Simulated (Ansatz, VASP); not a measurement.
# Two plane-wave programs on Rh

File INCAR:

```
SYSTEM = Rh
ALGO = Normal
EDIFF = 1E-6
ENCUT = 500
GGA = PE
GGA_COMPAT = .FALSE.
ISIF = 2
ISMEAR = -1
ISPIN = 2
LASPH = .TRUE.
LCHARG = .FALSE.
LMAXMIX = 4
LORBIT = 11
LREAL = .FALSE.
LWAVE = .FALSE.
MAGMOM = 0
NBANDS = 18
NELM = 200
PREC = Accurate
SIGMA = 0.1
```

KPOINTS

```
k-points
0
G
  8 8 8
  0 0 0
```

Contents of POSCAR:

```
Rh
1.0
    0.0000000000      2.0099500000      2.0099500000
    2.0099500000      0.0000000000      2.0099500000
    2.0099500000      2.0099500000      0.0000000000
Rh
1
Direct
    0.0000000000      0.0000000000      0.0000000000
```

Input for Ansatz:

```yaml
crystal:
  lattice:
    - [0, 2.00995, 2.00995]
    - [2.00995, 0, 2.00995]
    - [2.00995, 2.00995, 0]
  atoms:
    - { symbol: Rh, position: [0, 0, 0] }
kpoints:
  mp_grid: { grid: [8, 8, 8], shift: [0, 0, 0] }
hamiltonian:
  xc: pbe
  pseudopotentials: { kind: nc }
scf:
  occupations: { method: fermi_dirac }
  lower_state_search: "off"
magnetization:
  spin_polarized: true
```

Alike in both runs: task single point; functional PBE; k mesh 8 × 8 × 8; collinear spin.

```csv
,VASP,Ansatz
version,VASP 6.6.1,Ansatz 0.2 development build
potentials or method,"VASP PAW PBE potentials, release 64 (Rh_pv)",scalar-relativistic
plane-wave cutoff (eV),500,1197
occupations,"fermi-dirac, width 0.1 eV",fermi-dirac
```

```csv
,VASP,Ansatz,Ansatz less VASP
net moment per atom (μB),0.00,0.00,0.000
```
